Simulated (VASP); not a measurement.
Here is a VASP 6.6.1 calculation.

The input INCAR:

```
SYSTEM = HfN
PREC = Accurate
ENCUT = 520
EDIFF = 1E-7
ISMEAR = -1
SIGMA = 0.1
LREAL = .FALSE.
LASPH = .TRUE.
NELM = 100
ALGO = Normal
ISIF = 2
LWAVE = .FALSE.
LCHARG = .FALSE.
GGA = PE
NBANDS = 14
```

File KPOINTS:

```
regular mesh
0
G
  16 16 14
  0 0 0
```

The input POSCAR:

```
HfN
1.0
    3.0329160064      0.0000000000      0.0000000000
   -1.5164580032      2.6265823091      0.0000000000
    0.0000000000      0.0000000000      2.8611404125
Hf N
1 1
Direct
    0.0000000000      0.0000000000      0.0000000000
    0.3333333333      0.6666666667      0.5000000000
```

Potentials or basis: VASP PAW PBE potentials, release 64 (Hf_pv, N).

Command:

```bash
$ cat potpaw_PBE.64/Hf_pv/POTCAR potpaw_PBE.64/N/POTCAR > POTCAR
$ mpirun -np 1 vasp_std > vasp.out
```

Predict the pressure.

14.3 GPa.

Estimate the band gap on the k mesh.

zero (an odd number of electrons rules out a gap without spin polarisation).

Stress tensor (GPa, compression positive):
```
14.48  0.00  0.00
 0.00 14.48  0.00
 0.00  0.00 13.89
```

Caveat: the cell stands under pressure; spin-orbit coupling is left out, which moves the levels of the heavy elements.
